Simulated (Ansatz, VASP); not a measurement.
# SnO2 in VASP and in Ansatz

INCAR

```
SYSTEM = SnO2
PREC = Accurate ; ENCUT = 520
EDIFF = 1E-6 ; ISMEAR = 0
SIGMA = 0.05 ; LREAL = .False.
LASPH = .True. ; NELM = 80
ALGO = Normal ; ISIF = 2
LWAVE = .False. ; LCHARG = .True.
GGA = PE ; IVDW = 12
LELF = .True. ; LVHAR = .True.
NBANDS = 49
```

File KPOINTS:

```
Automatic mesh
0
Gamma
  9 9 2
  0 0 0
```

File POSCAR:

```
SnO2
1.0
   -3.2372529198      0.0000000000      0.0000000000
   -1.6186264599     -2.8035432670      0.0000000000
   -0.4855879380     -0.2803543268     12.8754773976
Sn O
3 6
Direct
    0.6166683333      0.6166683333      0.4999833333
    0.9833350000     -0.0166650000      0.1666500000
    0.2500016667      0.2500016667      0.8333166667
    0.6423083315      0.6423083315      0.2435833518
    0.9089749982     -0.0910250019      0.9102500185
    0.2756416648      0.2756416648      0.5769166852
    0.5910283352      0.5910283352      0.7563833148
    0.9576950018     -0.0423049982      0.4230499815
    0.3243616685      0.3243616685      0.0897166482
```

Input for Ansatz:

```yaml
crystal:
  lattice:
    - [-3.2372529198, 0.0, 0.0]
    - [-1.6186264599, -2.803543267, 0.0]
    - [-0.485587938, -0.2803543268, 12.8754773976]
  atoms:
    - { symbol: Sn, position: [0.6166683333, 0.6166683333, 0.4999833333] }
    - { symbol: Sn, position: [0.983335, -0.016665, 0.16665] }
    - { symbol: Sn, position: [0.2500016667, 0.2500016667, 0.8333166667] }
    - { symbol: O, position: [0.6423083315, 0.6423083315, 0.2435833518] }
    - { symbol: O, position: [0.9089749982, -0.0910250019, 0.9102500185] }
    - { symbol: O, position: [0.2756416648, 0.2756416648, 0.5769166852] }
    - { symbol: O, position: [0.5910283352, 0.5910283352, 0.7563833148] }
    - { symbol: O, position: [0.9576950018, -0.0423049982, 0.4230499815] }
    - { symbol: O, position: [0.3243616685, 0.3243616685, 0.0897166482] }
basis:
  ecutwfc: 520.0
kpoints:
  mp_grid: { grid: [9, 9, 2] }
hamiltonian:
  xc: pbe
  pseudopotentials: { kind: paw, azcp: { folder: soft_1 } }
  dispersion: d3bj
scf:
  occupations: { method: gaussian, width: 0.05 }
output:
  forces: true
  stress: true
  eigenvalues: true
```

Alike in both runs: task single point; functional PBE; dispersion D3(BJ); k mesh 9 × 9 × 2; occupations gaussian, width 0.05 eV; no spin polarisation.

|  | VASP | Ansatz |
| --- | --- | --- |
| version | VASP 6.6.1 | Ansatz 0.2.0 |
| potentials or method | VASP PAW PBE potentials, release 64 (Sn_d, O), cutoff 520 eV | scalar-relativistic, plane waves, PAW |
| valence electrons in the cell | 78 | 78 |

Ansatz gave:

* gap on the k mesh at the Fermi level (eV): 1.55
* least direct gap on the mesh (eV): 1.55
* pressure (GPa): 0.1
* traceless stress, the component that is largest in VASP (GPa): 0.49
* rms of the force components (eV/Å): 0.030

Question: Which values does VASP return?

Answer: gap on the k mesh at the Fermi level (eV): 1.53; least direct gap on the mesh (eV): 1.53; pressure (GPa): 0.8; traceless stress, the component that is largest in VASP (GPa): 0.49; rms of the force components (eV/Å): 0.035.

Atom by atom the forces differ by 0.026 eV/Å (rms over components).
